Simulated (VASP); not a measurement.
Write the native input for VASP 6.6.1 that does the following.

| Property | Result |
| --- | --- |
| Task | single point |
| Functional | RPBE |
| Potentials or basis | VASP PAW PBE potentials, release 64 (Ni) |
| Cutoff | 520 eV |
| k mesh | 18 × 18 × 18 |
| Occupations | fermi-dirac, width 0.05 eV |
| Spin | collinear spin, ferromagnetic start |
| Starting moments | [0.612] μB |
| Dipole correction | no |
| Further INCAR settings | ALGO = Normal; EDIFF = 1e-07; NBANDS = 15 |

The structure of Ni lies in POSCAR:

```
Ni
1.0
   -1.4327324358      1.4327324358      1.4327324358
    1.4327324358     -1.4327324358      1.4327324358
    1.4327324358      1.4327324358     -1.4327324358
Ni
1
Direct
    0.0000000000      0.0000000000      0.0000000000
```

This isn't the form of Ni at room conditions, which is fcc.

These files were run (other wordings do the same):

INCAR

```
SYSTEM = Ni
PREC = Accurate ; ENCUT = 520
EDIFF = 1E-7 ; ISMEAR = -1
SIGMA = 0.05 ; LREAL = .False.
LASPH = .True. ; NELM = 150
ALGO = Normal ; ISIF = 2
LWAVE = .False. ; LCHARG = .True.
ISPIN = 2 ; MAGMOM = 0.612
LORBIT = 11 ; LMAXMIX = 4
GGA = RP ; LELF = .True.
LVHAR = .True. ; NBANDS = 15
```

KPOINTS

```
Automatic mesh
0
Gamma
  18 18 18
  0 0 0
```

Potentials or basis: VASP PAW PBE potentials, release 64 (Ni).

Launch:

```console
$ cat potpaw_PBE.64/Ni/POTCAR > POTCAR
$ mpirun -np 1 vasp_std > vasp.out
```

It gave:

```json
{
  "Pressure": "-5.9 GPa",
  "Net moment": "0.59 μB per cell",
  "Site moments": "Ni +0.60 μB",
  "Valence electrons inside the program's atomic spheres": "Ni 9.18"
}
```

Caveat: the cell stands under tension; the PAW data sets were made with another functional, which shifts forces and pressure a little.

Wall time 2.1 min on 1 thread of Intel Xeon 8259CL, with other jobs on the host, peak memory 0.16 GiB.
